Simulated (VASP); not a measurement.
A run of VASP 6.6.1:

File POSCAR:

```
CdPt
1.0
    2.9603669483      0.0000000000      0.0000000000
    0.0000000000      2.9603669483      0.0000000000
    0.0000000000      0.0000000000      3.8137316988
Cd Pt
1 1
Direct
    0.0000000000      0.0000000000      0.0000000000
    0.5000000000      0.5000000000      0.5000000000
```

Contents of INCAR.step1:

```
SYSTEM = CdPt
PREC = Accurate
ENCUT = 520
ISMEAR = 1
SIGMA = 0.1
LREAL = .False.
LASPH = .True.
NELM = 80
NBANDS = 18
GGA = PE
ALGO = Normal
EDIFF = 1E-4
LWAVE = .True.
LCHARG = .False.
```

INCAR.step2

```
SYSTEM = CdPt
PREC = Accurate
ENCUT = 520
EDIFF = 1E-6
ISMEAR = 1
SIGMA = 0.1
LREAL = .False.
LASPH = .True.
NELM = 80
ALGO = Normal
ISIF = 2
LWAVE = .False.
LCHARG = .False.
METAGGA = R2SCAN
LMIXTAU = .True.
NBANDS = 18
ISTART = 1
```

KPOINTS

```
Automatic mesh
0
Gamma
  8 8 6
  0 0 0
```

Potentials or basis: VASP PAW PBE potentials, release 64 (Cd, Pt).

Command:

```bash
$ cat potpaw_PBE.64/Cd/POTCAR potpaw_PBE.64/Pt/POTCAR > POTCAR
$ cp INCAR.step1 INCAR
$ mpirun -np 1 vasp_std > vasp.out
$ cp INCAR.step2 INCAR
$ mpirun -np 1 vasp_std > vasp.out
```

Hardware: 1 thread of Oxide Virtual Turin-like Processor, with other jobs on the host.

Question: How long does it take, and how much memory?

Answer: It took 63 s on 1 thread of Oxide Virtual Turin-like Processor, on a shared host, peak memory 0.15 GiB. Counts: k points 60.
